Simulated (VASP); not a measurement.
# BaB4 (I4/mmm) in VASP: a series of runs

The runs below take BaB4 through single point, with r2SCAN.

Everything below comes from runs of VASP 6.6.1. Logs are shortened: lines on timing, memory, paths and dates and some standing lists are left out, and cuts for length are marked.

**1. The cell of the first run**

Symmetry: I4/mmm, No. 139, tetragonal system. The conventional cell has a = 3.772 Å, b = 3.772 Å, c = 8.941 Å, α = 90.00°, β = 90.00°, γ = 90.00°. B (site symmetry -4m2) has 8 B at 2.20 to 2.67 Å and 4 Ba at 2.92 Å within 3.0 Å. Within 2.9 Å of B (site symmetry 4mm) lie 5 B at 2.20 Å and 4 Ba at 2.88 Å. Ba (site symmetry 4/mmm) has 18 B at 2.88 to 3.37 Å and 4 Ba at 3.77 Å within 3.8 Å.

**2. Single point, r2SCAN**

The input, POSCAR:

```
BaB4
1.0
    0.0000000000      3.7717030000      0.0000000000
    3.7717030000      0.0000000000      0.0000000000
    1.8858520000      1.8858520000     -4.4706260000
B Ba
4 1
Direct
    0.7500000000      0.2500000000      0.5000000000
    0.2500000000      0.7500000000      0.5000000000
    0.3770000000      0.3770000000      0.2460000000
    0.6230000000      0.6230000000      0.7540000000
    0.0000000000      0.0000000000      0.0000000000
```

The input, INCAR.step1:

```
SYSTEM = BaB4
PREC     = Accurate       ! precision mode
ENCUT    = 550            ! plane-wave cutoff, eV
ISMEAR   = 1              ! smearing method
SIGMA    = 0.0383         ! smearing width, eV
LREAL    = .False.        ! projectors in reciprocal space
LASPH    = .True.         ! aspherical terms in the spheres
NELM     = 120            ! most SCF steps
NBANDS   = 19             ! bands
GGA      = PE             ! functional
ALGO     = Normal         ! electronic algorithm
EDIFF    = 1E-5           ! SCF threshold, eV
LWAVE    = .True.         ! write WAVECAR
LCHARG   = .False.        ! write CHGCAR
GGA_COMPAT= .False.
```

The input, INCAR.step2:

```
SYSTEM = BaB4
PREC     = Accurate       ! precision mode
ENCUT    = 550            ! plane-wave cutoff, eV
EDIFF    = 1E-6           ! SCF threshold, eV
ISMEAR   = 1              ! smearing method
SIGMA    = 0.0383         ! smearing width, eV
LREAL    = .False.        ! projectors in reciprocal space
LASPH    = .True.         ! aspherical terms in the spheres
NELM     = 120            ! most SCF steps
ALGO     = Normal         ! electronic algorithm
ISIF     = 2              ! what is computed and relaxed
LWAVE    = .False.        ! write WAVECAR
LCHARG   = .False.        ! write CHGCAR
METAGGA  = R2SCAN         ! meta-GGA
LMIXTAU  = .True.       
NBANDS   = 19             ! bands
ISTART   = 1            
GGA_COMPAT= .False.
```

The input, KPOINTS:

```
regular mesh
0
Gamma
  5 5 5
  0 0 0
```

Potentials or basis: VASP PAW PBE potentials, release 64 (B, Ba_sv).

Command:

```bash
$ cat potpaw_PBE.64/B/POTCAR potpaw_PBE.64/Ba_sv/POTCAR > POTCAR
$ cp INCAR.step1 INCAR
$ mpirun -np 1 vasp_std > vasp.out
$ cp INCAR.step2 INCAR
$ mpirun -np 1 vasp_std > vasp.out
```

OUTCAR:

```text
SYSTEM = BaB4
   PREC = Accurate
   ENCUT = 550
   EDIFF = 1E-6
   ISMEAR = 1
   LREAL = .False.
   LASPH = .True.
   NELM = 120
   ISIF = 2
   METAGGA = R2SCAN
   ISTART = 1

 ion  position               nearest neighbor table
   1  0.750  0.250  0.500-   5 2.92   5 2.92   5 2.92   5 2.92
   2  0.250  0.750  0.500-   5 2.92   5 2.92   5 2.92   5 2.92
   3  0.377  0.377  0.246-   5 2.88   5 2.88   5 2.88   5 2.88   5 3.37
   4  0.623  0.623  0.754-   5 2.88   5 2.88   5 2.88   5 2.88   5 3.37
   5  0.000  0.000  0.000-   4 2.88   3 2.88   4 2.88   3 2.88   3 2.88   4 2.88   4 2.88   3 2.88
                             1 2.92   2 2.92   2 2.92   1 2.92   2 2.92   1 2.92   2 2.92   1 2.92

  LATTYP: Found a body centered tetragonal cell.
 ALAT       =     3.7717030000
 C/A-ratio  =     2.3706140171

  Lattice vectors:

 A1 = (  -1.8858520000,   1.8858510000,   4.4706260000)
 A2 = (   1.8858510000,  -1.8858520000,   4.4706260000)
 A3 = (   1.8858520000,   1.8858520000,  -4.4706260000)

Analysis of symmetry for initial positions (statically):
=====================================================================
 Subroutine PRICEL returns:
 Original cell was already a primitive cell.

 Routine SETGRP: Setting up the symmetry group for a
 body centered tetragonal supercell.

 Subroutine GETGRP returns: Found 16 space group operations
 (whereof 16 operations were pure point group operations)
 out of a pool of 16 trial point group operations.

The static configuration has the point symmetry D_4h.

Analysis of symmetry for dynamics (positions and initial velocities):
=====================================================================
 Subroutine PRICEL returns:
 Original cell was already a primitive cell.

 Routine SETGRP: Setting up the symmetry group for a
 body centered tetragonal supercell.

 Subroutine GETGRP returns: Found 16 space group operations
 (whereof 16 operations were pure point group operations)
 out of a pool of 16 trial point group operations.

The dynamic configuration has the point symmetry D_4h.

 Subroutine INISYM returns: Found 16 space group operations
 (whereof 16 operations are pure point group operations),
 and found     1 'primitive' translations

----------------------------------------------------------------------------------------

                                     Primitive cell

  volume of cell :      63.5980

  direct lattice vectors                    reciprocal lattice vectors
     0.000000000  3.771703000  0.000000000     0.000000000  0.265132223  0.111841190
     3.771703000  0.000000000  0.000000000     0.265132223  0.000000000  0.111841190
     1.885852000  1.885852000 -4.470626000     0.000000000  0.000000000 -0.223682321

  length of vectors
     3.771703000  3.771703000  5.205705751     0.287756055  0.287756055  0.223682321

  position of ions in fractional coordinates (direct lattice)
     0.750000000  0.250000000  0.500000000
     0.250000000  0.750000000  0.500000000
     0.377000000  0.377000000  0.246000000
     0.623000000  0.623000000  0.754000000
     0.000000000  0.000000000  0.000000000

  ion indices of the primitive-cell ions
   primitive index   ion index
                 1           1
                 2           2
                 3           3
                 4           4
                 5           5

----------------------------------------------------------------------------------------

 KPOINTS: regular mesh

Automatic generation of k-mesh.
 Grid dimensions read from file:
 generate k-points for:    5    5    5

 Generating k-lattice:

  Cartesian coordinates                     Fractional coordinates (reciprocal lattice)
     0.000000000  0.053026445  0.022368238     0.200000000  0.000000000  0.000000000
     0.053026445  0.000000000  0.022368238     0.000000000  0.200000000  0.000000000
     0.000000000  0.000000000 -0.044736464     0.000000000  0.000000000  0.200000000

  Length of vectors
     0.057551211  0.057551211  0.044736464

  Shift w.r.t. Gamma in fractional coordinates (k-lattice)
     0.000000000  0.000000000  0.000000000

 Subroutine IBZKPT returns following result:
 ===========================================

 Found     18 irreducible k-points:

 Following reciprocal coordinates:
            Coordinates               Weight
  0.000000  0.000000  0.000000      1.000000
  0.200000  0.000000 -0.000000      8.000000
  0.400000  0.000000 -0.000000      8.000000
  0.200000  0.200000 -0.000000      8.000000
  0.400000  0.200000 -0.000000     16.000000
 -0.400000  0.200000  0.000000     16.000000
[... 10 lines left out ...]
  0.000000  0.000000  0.400000      2.000000
 -0.200000  0.000000  0.400000      4.000000
   k-points           NKPTS =     18   k-points in BZ     NKDIM =     18   number of bands    NBANDS=     19
   number of dos      NEDOS =    301   number of ions     NIONS =      5
   total plane-waves  NPLWV =  36000
   dimension x,y,z NGX =    30 NGY =   30 NGZ =   40
   dimension x,y,z NGXF=    60 NGYF=   60 NGZF=   80
   ions per type =               4   1
   NGX,Y,Z   is equivalent  to a cutoff of  13.22, 13.22, 12.77 a.u.
   NGXF,Y,Z  is equivalent  to a cutoff of  26.45, 26.45, 25.55 a.u.
 SYSTEM =  BaB4
   PREC   = accura    normal or accurate (medium, high low for compatibility)
   ISTART =      1    job   : 0-new  1-cont  2-samecut
   ICHARG =      0    charge: 1-file 2-atom 10-const
   ISPIN  =      1    spin polarized calculation?
   LNONCOLLINEAR =      F non collinear calculations
   LSORBIT =      F    spin-orbit coupling
   LASPH  =      T    aspherical Exc in radial PAW
   ENCUT  =  550.0 eV  40.42 Ry    6.36 a.u.   7.21  7.21  9.95*2*pi/ulx,y,z
   NELM   =    120;   NELMIN=  2; NELMDL=  0     # of ELM steps
   EDIFF  = 0.1E-05   stopping-criterion for ELM
   LREAL  =      F    real-space projection
[... 7 lines left out ...]
   TEBEG  =    0.0;   TEEND  =   0.0 temperature during run
   PSTRESS=    0.0 pullay stress
   NELECT =      22.0000    total number of electrons
   NUPDOWN=      -1.0000    fix difference up-down
   EMIN   =  10.00;   EMAX   =-10.00  energy-range for DOS
   EFERMI =   0.00;   METHOD = LEGACY
   ISMEAR =     1;   SIGMA  =   0.04  broadening in eV -4-tet -1-fermi 0-gaus
   EFERMI_NEDOS =   21; number of points for ismear=-14 and -15
   IALGO  =     38    algorithm
   IMIX   =      4    mixing-type and parameters
     AMIX     =   0.40;   BMIX     =  1.00
     AMIX_MAG =   1.60;   BMIX_MAG =  1.00
  volume/ion in A,a.u.               =      12.72        85.84
  Fermi-wavevector in a.u.,A,eV,Ry     =   1.149215  2.171701 17.969148  1.320695
  Thomas-Fermi vector in A             =   2.285886
   LORBIT       =      0    0 simple, 1 ext, 2 COOP (PROOUT), +10 PAW based schemes
   METAGGA = R2SCAN    functional components
   LHFCALC =     F    Hartree Fock is set to
   AEXX    =    0.0000 exact exchange contribution
   IVDW    =     0    specifies the selected vdW correction
   LEPSILON=     F    determine dielectric tensor
   LRPA    =     F    only Hartree local field effects (RPA)
 non-spin polarized calculation
 Methfessel and Paxton  Order N= 1 SIGMA  =   0.04
  energy-cutoff  :      550.00
  volume of cell :       63.60
 maximum number of plane-waves:      1877
 NGX is ok and might be reduce to    30
   NGX = 15   NGY = 15   NGZ = 19

 number of electron      22.0000000 magnetization

 Free energy of the ion-electron system (eV)
  ---------------------------------------------------
  ext. energy  EPLUGINS =         0.00000000
  ---------------------------------------------------
  free energy    TOTEN  =       -50.98144101 eV

  energy without entropy =      -50.98097368  energy(sigma->0) =      -50.98128524

 E-fermi :   4.3010     XC(G=0): -11.5912

 val. band max:        4.2648195731   @ k =   0.2000   0.0000  -0.0000
 cond. band min:       4.3018897254   @ k =   0.2000   0.0000  -0.0000
 fundamental gap:      0.0370701523
 Fermi energy:         4.3010491149

 k-point     1 :       0.0000    0.0000    0.0000
  band No.  band energies     occupation
      1     -22.7412      2.00000
      2      -8.2302      2.00000
      3      -7.2985      2.00000
      4      -7.2985      2.00000
      5      -6.9555      2.00000
      6      -0.6292      2.00000
[... 11 lines left out ...]
     18      11.6057      0.00000
     19      12.5409      0.00000

 k-point     2 :       0.2000    0.0000   -0.0000
  band No.  band energies     occupation
      1     -22.6861      2.00000
      2      -8.5796      2.00000
      3      -8.0981      2.00000
      4      -7.2295      2.00000
      5      -5.7918      2.00000
      6      -1.9654      2.00000
[... 11 lines left out ...]
     18      12.0573      0.00000
     19      12.2997      0.00000

 k-point     3 :       0.4000    0.0000   -0.0000
  band No.  band energies     occupation
      1     -22.5944      2.00000
      2      -9.3363      2.00000
      3      -8.2376      2.00000
      4      -7.1099      2.00000
      5      -4.8664      2.00000
      6      -2.9623      2.00000
[... 11 lines left out ...]
     18      11.7850      0.00000
     19      11.8007      0.00000

 k-point     4 :       0.2000    0.2000   -0.0000
  band No.  band energies     occupation
      1     -22.6309      2.00000
      2      -8.7879      2.00000
      3      -8.0605      2.00000
      4      -7.8413      2.00000
      5      -4.9102      2.00000
      6      -2.0251      2.00000
[... 11 lines left out ...]
     18      11.5282      0.00000
     19      12.2593      0.00000

 k-point     5 :       0.4000    0.2000   -0.0000
  band No.  band energies     occupation
      1     -22.5455      2.00000
      2      -9.1162      2.00000
      3      -8.2624      2.00000
      4      -7.7717      2.00000
      5      -4.2979      2.00000
      6      -2.8450      2.00000
[... 11 lines left out ...]
     18      11.9062      0.00000
     19      12.4836      0.00000
[... 202 lines left out ...]
      2      -9.0256      2.00000
      3      -8.5269      2.00000
      4      -7.7859      2.00000
      5      -3.8943      2.00000
      6      -2.9426      2.00000
[... 11 lines left out ...]
     18      11.3357      0.00000
     19      13.2065      0.00000

 k-point    16 :      -0.2000   -0.2000    0.2000
  band No.  band energies     occupation
      1     -22.6208      2.00000
      2      -9.1140      2.00000
      3      -8.1853      2.00000
      4      -7.9370      2.00000
      5      -4.0629      2.00000
      6      -2.2839      2.00000
[... 11 lines left out ...]
     18      11.0191      0.00000
     19      11.0631      0.00000

 k-point    17 :       0.0000    0.0000    0.4000
  band No.  band energies     occupation
      1     -22.7167      2.00000
      2      -9.6096      2.00000
      3      -7.4025      2.00000
      4      -7.4025      2.00000
      5      -4.3676      2.00000
      6      -3.0653      2.00000
[... 11 lines left out ...]
     18       9.5685      0.00000
     19      10.4325      0.00000

 k-point    18 :      -0.2000    0.0000    0.4000
  band No.  band energies     occupation
      1     -22.6661      2.00000
      2      -9.4205      2.00000
      3      -8.2510      2.00000
      4      -7.3140      2.00000
      5      -3.8700      2.00000
      6      -2.6820      2.00000
[... 11 lines left out ...]
     18       8.5780      0.00000
     19      10.5160      0.00000

------------------------ aborting loop because EDIFF is reached ----------------------------------------

  FORCE on cell =-STRESS in cart. coord.  units (eV):
  Direction    XX          YY          ZZ          XY          YZ          ZX
  --------------------------------------------------------------------------------------
  -------------------------------------------------------------------------------------
  Total       -2.8263151     -2.8263151     -3.9638344     -0.0000000      0.0000004      0.0000004
  in kB      -71.2012878    -71.2012878    -99.8579779     -0.0000000      0.0000112      0.0000112
  external PRESSURE =     -80.7535178 kB  Pullay stress =       0.0000000 kB

 VOLUME and BASIS-vectors are now :
 -----------------------------------------------------------------------------
  energy-cutoff  :      550.00
  volume of cell :       63.60
      direct lattice vectors                 reciprocal lattice vectors
     0.000000000  3.771703000  0.000000000     0.000000000  0.265132223  0.111841190
     3.771703000  0.000000000  0.000000000     0.265132223  0.000000000  0.111841190
     1.885852000  1.885852000 -4.470626000     0.000000000  0.000000000 -0.223682321

 POSITION                                       TOTAL-FORCE (eV/Angst)
 -----------------------------------------------------------------------------------
      1.88585      3.77170     -2.23531         0.000000      0.000000     -0.000000
      3.77170      1.88585     -2.23531        -0.000000     -0.000000     -0.000000
      1.88585      1.88585     -1.09977         0.000000      0.000000     -1.752460
      3.77170      3.77170     -3.37085        -0.000000     -0.000000      1.752460
      0.00000      0.00000      0.00000         0.000000     -0.000000     -0.000000
 -----------------------------------------------------------------------------------
    total drift:                               -0.000000     -0.000000      0.000000

  FREE ENERGIE OF THE ION-ELECTRON SYSTEM (eV)
  ---------------------------------------------------
  free  energy   TOTEN  =       -50.9814410136 eV

  energy  without entropy=      -50.9809736816  energy(sigma->0) =      -50.98128524
```

Wall time 3.2 min (1 thread of Intel Xeon 8259CL, shared host); peak memory 0.2 GiB.

Results:

| Item | Value |
| --- | --- |
| Free energy | -50.9814 eV |
| Pressure | -8.1 GPa |
| Largest force | 1.752 eV/Å |
| Band gap on the k mesh | zero (bands 11 and 12 overlap by 1.55 eV) |

Forces in eV/Å, atoms in the order of the input:
```
B    0.000  0.000  0.000
B    0.000  0.000  0.000
B    0.000  0.000 -1.752
B    0.000  0.000  1.752
Ba   0.000  0.000  0.000
```

Caveat: the k points lie up to 0.36 Å⁻¹ apart, too coarse for converged energies and pressures of a metal; the PAW data sets were made with another functional, which shifts forces and pressure a little; spin-orbit coupling is left out, which moves the levels of the heavy elements.

**3. Single point, r2SCAN**

POSCAR is that of step 2.

The input, INCAR.step1:

```
  ALGO = Normal
  EDIFF = 1E-5
  ENCUT = 550
  GGA = PE
  GGA_COMPAT = F
  ISMEAR = 1
  LASPH = T
  LCHARG = F
  LREAL = F
  LWAVE = T
  NBANDS = 19
  NELM = 120
  PREC = Accurate
  SIGMA = 0.0383
```

The input, INCAR.step2:

```
  ALGO = Normal
  EDIFF = 1E-6
  ENCUT = 550
  GGA_COMPAT = F
  ISIF = 2
  ISMEAR = 1
  ISTART = 1
  LASPH = T
  LCHARG = T
  LELF = T
  LMIXTAU = T
  LREAL = F
  LVHAR = T
  LWAVE = F
  METAGGA = R2SCAN
  NBANDS = 19
  NELM = 120
  PREC = Accurate
  SIGMA = 0.0383
```

The input, KPOINTS:

```
k-points
0
Gamma
  5 5 5
```

Potentials or basis: VASP PAW PBE potentials, release 64 (B, Ba_sv).

Command:

```bash
$ cat potpaw_PBE.64/B/POTCAR potpaw_PBE.64/Ba_sv/POTCAR > POTCAR
$ cp INCAR.step1 INCAR
$ mpirun -np 1 vasp_std > vasp.out
$ cp INCAR.step2 INCAR
$ mpirun -np 1 vasp_std > vasp.out
```

Wall time 3.2 min (1 thread of Intel Xeon 8259CL, shared host); peak memory 0.2 GiB.

The run converged. Its results:

- Free energy: -50.9814 eV
- Pressure: -8.1 GPa
- Largest force: 1.752 eV/Å
- Band gap on the k mesh: zero (bands 11 and 12 overlap by 1.55 eV)

Forces in eV/Å, atoms in the order of the input:
```
B    0.000  0.000  0.000
B    0.000  0.000  0.000
B    0.000  0.000 -1.752
B    0.000  0.000  1.752
Ba   0.000  0.000  0.000
```

Stress tensor (GPa, compression positive):
```
-7.12  0.00  0.00
 0.00 -7.12  0.00
 0.00  0.00 -9.99
```

Levels at points of the mesh, in eV from the Fermi level:
```csv
k point,band 9,band 10,band 11,band 12,band 13,band 14
"(0.00, 0.00, 0.00)",-3.38,-2.05,-0.44,1.01,1.01,4.32
```

Caveat: the k points lie up to 0.36 Å⁻¹ apart, too coarse for converged energies and pressures of a metal; the PAW data sets were made with another functional, which shifts forces and pressure a little; spin-orbit coupling is left out, which moves the levels of the heavy elements.

(Part 1 of 2 ends here.)

The gap in the log of VASP goes by the Fermi energy; the results here count the filled bands.